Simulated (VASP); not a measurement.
# Mg (Im-3m) in VASP: single point with PBE

Aim: the single point of Mg with PBE.

Everything below comes from runs of VASP 6.6.1. Logs are shortened: lines on timing, memory, paths and dates and some standing lists are left out, and cuts for length are marked.

## 1. The cell of the first run

Symmetry: Im-3m, No. 229, cubic system. Conventional cell: a = 2.953 Å, b = 2.953 Å, c = 2.953 Å, α = 90.00°, β = 90.00°, γ = 90.00°. Mg (site symmetry m-3m) has 14 Mg at 2.56 to 2.95 Å within 3.4 Å.

This isn't the form of Mg at room conditions, which is hcp.

## 2. Single point, PBE

INCAR

```
ALGO = Normal ; EDIFF = 1E-7
ENCUT = 520 ; GGA = PE
ISIF = 2 ; ISMEAR = -1
LASPH = True ; LCHARG = True
LELF = True ; LREAL = False
LVHAR = True ; LWAVE = False
NBANDS = 7 ; NELM = 60
PREC = Accurate ; SIGMA = 0.03
```

KPOINTS

```
k-points
0
Gamma
  19 19 19
```

POSCAR

```
Mg
1.0
   -1.4765000000      1.4765000000      1.4765000000
    1.4765000000     -1.4765000000      1.4765000000
    1.4765000000      1.4765000000     -1.4765000000
Mg
1
Direct
    0.0000000000      0.0000000000      0.0000000000
```

Potentials or basis: VASP PAW PBE potentials, release 64 (Mg).

Launch:

```bash
$ cat potpaw_PBE.64/Mg/POTCAR > POTCAR
$ mpirun -np 1 vasp_std > vasp.out
```

OUTCAR:

```text
EDIFF = 1E-7
   ENCUT = 520
   GGA = PE
   ISIF = 2
   ISMEAR = -1
   LASPH = True
   LREAL = False
   NELM = 60
   PREC = Accurate

 ion  position               nearest neighbor table
   1  0.000  0.000  0.000-

  LATTYP: Found a body centered cubic cell.
 ALAT       =     2.9530000000

  Lattice vectors:

 A1 = (  -1.4765000000,   1.4765000000,   1.4765000000)
 A2 = (   1.4765000000,  -1.4765000000,   1.4765000000)
 A3 = (   1.4765000000,   1.4765000000,  -1.4765000000)

Analysis of symmetry for initial positions (statically):
=====================================================================
 Subroutine PRICEL returns:
 Original cell was already a primitive cell.

 Routine SETGRP: Setting up the symmetry group for a
 body centered cubic supercell.

 Subroutine GETGRP returns: Found 48 space group operations
 (whereof 48 operations were pure point group operations)
 out of a pool of 48 trial point group operations.

The static configuration has the point symmetry O_h .

Analysis of symmetry for dynamics (positions and initial velocities):
=====================================================================
 Subroutine PRICEL returns:
 Original cell was already a primitive cell.

 Routine SETGRP: Setting up the symmetry group for a
 body centered cubic supercell.

 Subroutine GETGRP returns: Found 48 space group operations
 (whereof 48 operations were pure point group operations)
 out of a pool of 48 trial point group operations.

The dynamic configuration has the point symmetry O_h .

 Subroutine INISYM returns: Found 48 space group operations
 (whereof 48 operations are pure point group operations),
 and found     1 'primitive' translations

----------------------------------------------------------------------------------------

                                     Primitive cell

  volume of cell :      12.8754

  direct lattice vectors                    reciprocal lattice vectors
    -1.476500000  1.476500000  1.476500000     0.000000000  0.338638673  0.338638673
     1.476500000 -1.476500000  1.476500000     0.338638673  0.000000000  0.338638673
     1.476500000  1.476500000 -1.476500000     0.338638673  0.338638673  0.000000000

  length of vectors
     2.557373017  2.557373017  2.557373017     0.478907403  0.478907403  0.478907403

  position of ions in fractional coordinates (direct lattice)
     0.000000000  0.000000000  0.000000000

  ion indices of the primitive-cell ions
   primitive index   ion index
[... 73 lines left out ...]
   EDIFF  = 0.1E-06   stopping-criterion for ELM
   LREAL  =      F    real-space projection
   EDIFFG = 0.1E-05   stopping-criterion for IOM
   NSW    =      0    number of steps for IOM
   IBRION =     -1    ionic relax: 0-MD 1-quasi-New 2-CG
   NFREE  =      0    steps in history (QN), initial steepest desc. (CG)
   ISIF   =      2    stress and relaxation
   ISYM   =      2    0-nonsym 1-usesym 2-fastsym
   POTIM  = 0.5000    time-step for ionic-motion
   TEBEG  =    0.0;   TEEND  =   0.0 temperature during run
   PSTRESS=    0.0 pullay stress
   NELECT =       2.0000    total number of electrons
   NUPDOWN=      -1.0000    fix difference up-down
   EMIN   =  10.00;   EMAX   =-10.00  energy-range for DOS
   EFERMI =   0.00;   METHOD = LEGACY
   ISMEAR =    -1;   SIGMA  =   0.03  broadening in eV -4-tet -1-fermi 0-gaus
   EFERMI_NEDOS =   21; number of points for ismear=-14 and -15
   IALGO  =     38    algorithm
   IMIX   =      4    mixing-type and parameters
     AMIX     =   0.40;   BMIX     =  1.00
     AMIX_MAG =   1.60;   BMIX_MAG =  1.00
  volume/ion in A,a.u.               =      12.88        86.89
  Fermi-wavevector in a.u.,A,eV,Ry     =   0.880031  1.663018 10.537098  0.774455
  Thomas-Fermi vector in A             =   2.000336
   LORBIT       =      0    0 simple, 1 ext, 2 COOP (PROOUT), +10 PAW based schemes
   GGA     = PE    functional components
   LHFCALC =     F    Hartree Fock is set to
   AEXX    =    0.0000 exact exchange contribution
   IVDW    =     0    specifies the selected vdW correction
   LEPSILON=     F    determine dielectric tensor
   LRPA    =     F    only Hartree local field effects (RPA)
 non-spin polarized calculation
  energy-cutoff  :      520.00
  volume of cell :       12.88
 maximum number of plane-waves:       370
   NGX =  9   NGY =  9   NGZ =  9

 number of electron       2.0000000 magnetization

 Free energy of the ion-electron system (eV)
  ---------------------------------------------------
  ext. energy  EPLUGINS =         0.00000000
  ---------------------------------------------------
  free energy    TOTEN  =        -0.24877930 eV

  energy without entropy =       -0.24779498  energy(sigma->0) =       -0.24828714

 E-fermi :   6.6239     XC(G=0): -10.4949

 val. band max:        6.6160401512   @ k =   0.3684   0.1579   0.1053
 cond. band min:       6.6324406689   @ k =  -0.4737  -0.4737   0.2632
 fundamental gap:      0.0164005177
 Fermi energy:         6.6238686671

 k-point     1 :       0.0000    0.0000    0.0000
  band No.  band energies     occupation
      1      -3.2704      2.00000
      2      24.0333      0.00000
      3      24.0333      0.00000
      4      24.0333      0.00000
      5      26.7608      0.00000
      6      26.7608      0.00000
      7      28.5160      0.00000
[... 221 lines left out ...]
 k-point    24 :       0.3158    0.1053    0.0000
  band No.  band energies     occupation
      1       1.5280      2.00000
      2       9.6925      0.00000
      3      15.8474      0.00000
      4      20.9583      0.00000
      5      22.9517      0.00000
      6      26.8781      0.00000
      7      30.4760      0.00000

 [... further k-points ...]

------------------------ aborting loop because EDIFF is reached ----------------------------------------

  FORCE on cell =-STRESS in cart. coord.  units (eV):
  Direction    XX          YY          ZZ          XY          YZ          ZX
  --------------------------------------------------------------------------------------
  -------------------------------------------------------------------------------------
  Total        5.1011064      5.1011064      5.1011064      0.0000000     -0.0000000      0.0000000
  in kB      634.7674093    634.7674093    634.7674093      0.0000000     -0.0000000      0.0000000
  external PRESSURE =     634.7674093 kB  Pullay stress =       0.0000000 kB

 VOLUME and BASIS-vectors are now :
 -----------------------------------------------------------------------------
  energy-cutoff  :      520.00
  volume of cell :       12.88
      direct lattice vectors                 reciprocal lattice vectors
    -1.476500000  1.476500000  1.476500000     0.000000000  0.338638673  0.338638673
     1.476500000 -1.476500000  1.476500000     0.338638673  0.000000000  0.338638673
     1.476500000  1.476500000 -1.476500000     0.338638673  0.338638673  0.000000000

 POSITION                                       TOTAL-FORCE (eV/Angst)
 -----------------------------------------------------------------------------------
      0.00000      0.00000      0.00000         0.000000      0.000000      0.000000
 -----------------------------------------------------------------------------------
    total drift:                                0.000000      0.000000     -0.000000

  FREE ENERGIE OF THE ION-ELECTRON SYSTEM (eV)
  ---------------------------------------------------
  free  energy   TOTEN  =        -0.2487793020 eV

  energy  without entropy=       -0.2477949849  energy(sigma->0) =       -0.24828714
```

OSZICAR:

```text
N       E                     dE             d eps       ncg     rms          rms(c)
DAV:   1     0.718472949120E+00    0.71847E+00   -0.93819E+02  3570   0.206E+02
DAV:   2    -0.282799522636E+00   -0.10013E+01   -0.95751E+00  4256   0.147E+01
DAV:   3    -0.285448815785E+00   -0.26493E-02   -0.26475E-02  3766   0.854E-01
DAV:   4    -0.285451488835E+00   -0.26730E-05   -0.26719E-05  4382   0.204E-02
DAV:   5    -0.285451492848E+00   -0.40128E-08   -0.45413E-08  3836   0.558E-04    0.770E-01
DAV:   6    -0.263165236021E+00    0.22286E-01   -0.37939E-04  3612   0.126E-01    0.491E-01
DAV:   7    -0.248949067348E+00    0.14216E-01   -0.72764E-04  3514   0.192E-01    0.198E-02
DAV:   8    -0.248793124880E+00    0.15594E-03   -0.22078E-05  3738   0.283E-02    0.586E-03
DAV:   9    -0.248779010684E+00    0.14114E-04   -0.47002E-06  3682   0.125E-02    0.761E-04
DAV:  10    -0.248779250876E+00   -0.24019E-06   -0.72949E-08  3486   0.163E-03    0.646E-05
DAV:  11    -0.248779302001E+00   -0.51125E-07   -0.53470E-10  1827   0.154E-04
   1 F= -.24877930E+00 E0= -.24828714E+00  d E =-.984317E-03
```

stdout:

```text
POSCAR found type information on POSCAR Mg
 POSCAR found :  1 types and       1 ions
 scaLAPACK will be used
 LDA part: xc-table for (Slater+PW92), standard interpolation
 POSCAR, INCAR and KPOINTS ok, starting setup
 FFT: planning ... GRIDC
 FFT: planning ... GRID_SOFT
 FFT: planning ... GRID
 WAVECAR not read
 entering main loop
```

Wall time 15 s (1 thread of Intel Xeon Platinum 8259CL at 2.50GHz (Skylake/Cascade Lake), shared host); peak memory 0.14 GiB.

What came out:

| Item | Value |
| --- | --- |
| Free energy | -0.2488 eV |
| Pressure | 63.5 GPa |
| Band gap on the k mesh | zero (bands 1 and 2 overlap by 4.20 eV) |

Levels at points of the mesh, in eV from the Fermi level:
| k point | band 1 | band 2 | band 3 | band 4 |
| --- | --- | --- | --- | --- |
| (0.00, 0.00, 0.00) | -9.89 | 17.41 | 17.41 | 17.41 |

Caveat: the cell stands under pressure.
